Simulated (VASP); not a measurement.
Write the native input for VASP 6.6.1 that does the following.

```yaml
Task: single point
Functional: HSE06
Potentials_or_basis: VASP PAW PBE potentials, release 64 (Co, Al, N)
Cutoff: 450 eV
k_mesh: 2 × 2 × 2
Occupations: gaussian, width 0.03 eV
Spin: collinear spin, zero start
Fixed_moment: 0 μB
Dq: 0
Grid_for_exact_exchange_PRECFOCK: Fast
Further_INCAR_settings: LREAL = Auto; ALGO = Damped; EDIFF = 0.0001; ISYM = -1
Share_of_exact_exchange: 0.25
Screening_parameter: 0.2 1/Å
```

System: Al15CoN16 (a cell with a defect).

```xyz
32
Lattice="6.2200 0.0000 0.0000 -3.1100 5.3867 0.0000 0.0000 0.0000 9.9600" Properties=species:S:1:pos:R:3 pbc="T T T"
Co    1.5574    0.9025    9.9463
Al    1.5540    0.8993    4.9888
Al    0.0204    3.6054    0.0241
Al    0.0021    3.5942    4.9832
Al    4.6686    0.8984    0.0194
Al    4.6665    0.9017    4.9833
Al    3.1103    3.6003    0.0178
Al    3.1141    3.5939    4.9816
Al   -0.0135    1.7997    2.4866
Al    0.0075    1.8045    7.4863
Al   -1.5573    4.4785    2.4837
Al   -1.5484    4.4977    7.4857
Al    3.0999    1.7943    2.4791
Al    3.1184    1.8031    7.4793
Al    1.5563    4.4922    2.5067
Al    1.5600    4.4954    7.4766
N     1.5279    0.8849    1.8949
N     1.5593    0.9049    6.8929
N     0.0062    3.5952    1.9189
N     0.0034    3.5987    6.8868
N     4.6551    0.8976    1.9159
N     4.6735    0.9042    6.8862
N     3.1035    3.5891    1.9150
N     3.1171    3.5990    6.8845
N     0.0027    1.7974    4.3919
N    -0.0144    1.8241    9.3975
N    -1.5519    4.4941    4.3891
N    -1.5386    4.4667    9.3949
N     3.1043    1.7944    4.3873
N     3.1505    1.8227    9.3668
N     1.5580    4.4925    4.4037
N     1.5663    4.4984    9.3780
```

One way to write it, as run:

POSCAR

```
Al15CoN16                               
1.0
    6.2200008610      0.0000000000      0.0000000000
   -3.1100004305      5.3866787572      0.0000000000
    0.0000000000      0.0000000000      9.9600000000
  Co              Al              N             
     1    15    16
Direct
     0.3341517704270011    0.1675337091565167    0.9986268575881685
     0.3333084205418342    0.1669409530537067    0.5008806357173993
     0.3379363147255389    0.6693135799170372    0.0024218680270976
     0.3339510972662337    0.6672380686215328    0.5003196588738066
     0.8339641960547760    0.1667853494807151    0.0019484193520286
     0.8339330870549705    0.1673855103684704    0.5003312334834322
     0.8342314921492290    0.6683784441478363    0.0017895668474089
     0.8342520243798512    0.6671848218070588    0.5001564605361865
     0.1648748101367810    0.3340946711668045    0.2496547545218947
     0.1686994961582306    0.3349962916813758    0.7516404109015153
     0.1653376916738098    0.8314039225744122    0.2493641839637951
     0.1685412995839319    0.8349688506858706    0.7515779124570001
     0.6649173311513612    0.3330972424968844    0.2489071407626827
     0.6687183504741792    0.3347287670578568    0.7509344471382082
     0.6671729768200897    0.8339379434412779    0.2516722080886704
     0.6680690483235984    0.8345314823067134    0.7506633865152035
     0.3277874094302373    0.1642741506264317    0.1902472888702413
     0.3346878730759592    0.1679867412414150    0.6920537909661256
     0.3347035766419281    0.6674185241787787    0.1926567685859928
     0.3345814263270291    0.6680694082177884    0.6914421200053485
     0.8317354611161482    0.1666423547430849    0.1923599254042243
     0.8352970110464106    0.1678571964727196    0.6913888731629833
     0.8320939939190466    0.6662934967801724    0.1922666274869010
     0.8352132861333771    0.6681279868546343    0.6912178275518631
     0.1672672189404861    0.3336686468383359    0.4409577166814423
     0.1670038057008919    0.3386334583756991    0.9435241307608662
     0.1676393802437668    0.8342918830474004    0.4406750349526277
     0.1672322010233522    0.8292054602514415    0.9432608251694683
     0.6656548040765845    0.3331267747808290    0.4404918619409739
     0.6756944291200940    0.3383775572267105    0.9404437720353233
     0.6674764723178163    0.8339956720128683    0.4421431643083005
     0.6693722439654421    0.8350950803876006    0.9415631273428269
```

INCAR.step1

```
PREC = Accurate ; ENCUT = 450
EDIFF = 1E-5 ; ISMEAR = 0
SIGMA = 0.03 ; LREAL = Auto
LASPH = True ; NELM = 70
ALGO = Normal ; ISIF = 2
LWAVE = True ; ISPIN = 2
MAGMOM = 0 0 0 0 0 0 0 0 0 0 0 0 0 0 0 0 0 0 0 0 0 0 0 0 0 0 0 0 0 0 0 0 ; LORBIT = 11
NUPDOWN = 0 ; LMAXMIX = 4
ISYM = -1 ; TIME = 0.4
NKRED = 2 ; GGA = PE
KPAR = 2
```

INCAR.step2

```
PREC = Accurate ; ENCUT = 450
EDIFF = 1E-4 ; ISMEAR = 0
SIGMA = 0.03 ; LREAL = Auto
LASPH = True ; NELM = 70
ALGO = Damped ; ISIF = 2
LWAVE = False ; LCHARG = False
ISPIN = 2 ; MAGMOM = 0 0 0 0 0 0 0 0 0 0 0 0 0 0 0 0 0 0 0 0 0 0 0 0 0 0 0 0 0 0 0 0
LORBIT = 11 ; NUPDOWN = 0
LMAXMIX = 4 ; GGA = PE
LHFCALC = True ; HFSCREEN = 0.2
PRECFOCK = Fast ; ISYM = -1
TIME = 0.4 ; NKRED = 2
ISTART = 1 ; KPAR = 2
```

KPOINTS

```
Automatic mesh
0
Gamma
  2 2 2
```

Potentials or basis: VASP PAW PBE potentials, release 64 (Co, Al, N).

Launch:

```sh
$ cat potpaw_PBE.64/Co/POTCAR potpaw_PBE.64/Al/POTCAR potpaw_PBE.64/N/POTCAR > POTCAR
$ cp INCAR.step1 INCAR
$ mpirun -np 4 vasp_std > vasp.out
$ cp INCAR.step2 INCAR
$ mpirun -np 4 vasp_std > vasp.out
```

It gave:

The largest force is 0.456 eV/Å and the net moment is 0.00 μB per cell. The valence electrons inside the program's atomic spheres are Co 8.33; Al 0.88, 0.89, 0.87 (each value once); N 3.81, 3.86, 3.87 (each value once).

Caveat: the k points lie up to 0.58 Å⁻¹ apart; the PAW data sets were made with another functional, which shifts forces and pressure a little; the total moment is fixed, so each spin has its own Fermi level.

Wall time 12 min on 4 MPI ranks on Intel(R) Xeon(R) 6975P-C (Granite Rapids), with other jobs on the host, peak memory 0.75 GiB a rank.
